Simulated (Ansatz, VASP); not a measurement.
# C: VASP beside Ansatz

Contents of INCAR:

```
PREC = Accurate
ENCUT = 520
EDIFF = 1E-6
ISMEAR = 0
SIGMA = 0.05
LREAL = Auto
LASPH = T
NELM = 60
ALGO = Normal
ISIF = 2
LWAVE = F
LCHARG = F
GGA = PS
NBANDS = 43
```

The input KPOINTS:

```
Automatic mesh
0
Gamma
  6 6 6
```

POSCAR

```
C
1.0
    0.0000000000      3.5537981836     -3.5537981836
   -3.5537981836      0.0000000000     -3.5537981836
   -3.5537981836      3.5537981836      0.0000000000
C
15
Direct
    0.2500000000      0.7500000000      0.2500000000
    0.7500000000      0.2500000000      0.2500000000
    0.2500000000      0.2500000000      0.2500000000
    0.7500000000      0.7500000000      0.7500000000
    0.2500000000      0.7500000000      0.7500000000
    0.7500000000      0.2500000000      0.7500000000
    0.2500000000      0.2500000000      0.7500000000
    0.8750000000      0.3750000000      0.3750000000
    0.3750000000      0.3750000000      0.3750000000
    0.8125000000      0.8125000000      0.3125000000
    0.3750000000      0.8750000000      0.3750000000
    0.8750000000      0.3750000000      0.8750000000
    0.3750000000      0.3750000000      0.8750000000
    0.8750000000      0.8750000000      0.8750000000
    0.3750000000      0.8750000000      0.8750000000
```

Input for Ansatz:

```yaml
crystal:
  lattice:
    - [0.0, 3.5537981836, -3.5537981836]
    - [-3.5537981836, 0.0, -3.5537981836]
    - [-3.5537981836, 3.5537981836, 0.0]
  atoms:
    - { symbol: C, position: [0.25, 0.75, 0.25] }
    - { symbol: C, position: [0.75, 0.25, 0.25] }
    - { symbol: C, position: [0.25, 0.25, 0.25] }
    - { symbol: C, position: [0.75, 0.75, 0.75] }
    - { symbol: C, position: [0.25, 0.75, 0.75] }
    - { symbol: C, position: [0.75, 0.25, 0.75] }
    - { symbol: C, position: [0.25, 0.25, 0.75] }
    - { symbol: C, position: [0.875, 0.375, 0.375] }
    - { symbol: C, position: [0.375, 0.375, 0.375] }
    - { symbol: C, position: [0.8125, 0.8125, 0.3125] }
    - { symbol: C, position: [0.375, 0.875, 0.375] }
    - { symbol: C, position: [0.875, 0.375, 0.875] }
    - { symbol: C, position: [0.375, 0.375, 0.875] }
    - { symbol: C, position: [0.875, 0.875, 0.875] }
    - { symbol: C, position: [0.375, 0.875, 0.875] }
basis:
  ecutwfc: 420
kpoints:
  mp_grid: { grid: [6, 6, 6] }
hamiltonian:
  xc: pbesol
  pseudopotentials: { kind: paw, azcp: { folder: soft_1 } }
scf:
  occupations: { method: gaussian, width: 0.05 }
output:
  forces: true
  stress: true
  eigenvalues: true
  write_density: true
  write_potential: true
  elf: true
  volumetric_format: npy
```

Change from the starting cell: C vacancy; atom 10 moved 0.500 of the way to it and +0.000 Å across, host rigid.

Alike in both runs: task single point; functional PBEsol; k mesh 6 × 6 × 6; occupations gaussian, width 0.05 eV; no spin polarisation.

|  | VASP | Ansatz |
| --- | --- | --- |
| version | VASP 6.6.1 | Ansatz 0.2.0 |
| potentials or method | VASP PAW PBE potentials, release 64 (C), cutoff 520 eV | scalar-relativistic, plane waves, PAW |
| valence electrons in the cell | 60 | 60 |

Ansatz gave:

| Property | Result |
| --- | --- |
| gap on the k mesh at the Fermi level (eV) | none |
| pressure (GPa) | -13.2 |
| traceless stress, the component that is largest in VASP (GPa) | 15.75 |
| rms of the force components (eV/Å) | 1.119 |

Task: Estimate VASP's values.

Result: gap on the k mesh at the Fermi level (eV): none; pressure (GPa): -12.2; traceless stress, the component that is largest in VASP (GPa): 15.71; rms of the force components (eV/Å): 1.107.

VASP's potentials were made for PBE, not for PBEsol, and Ansatz warns of the same on its side. Atom by atom the forces differ by 0.012 eV/Å (rms over components). A gap of «none» marks a metal or a gap that the smearing closes. With one functional, cell and mesh, what is left measures potentials, basis and numerics.
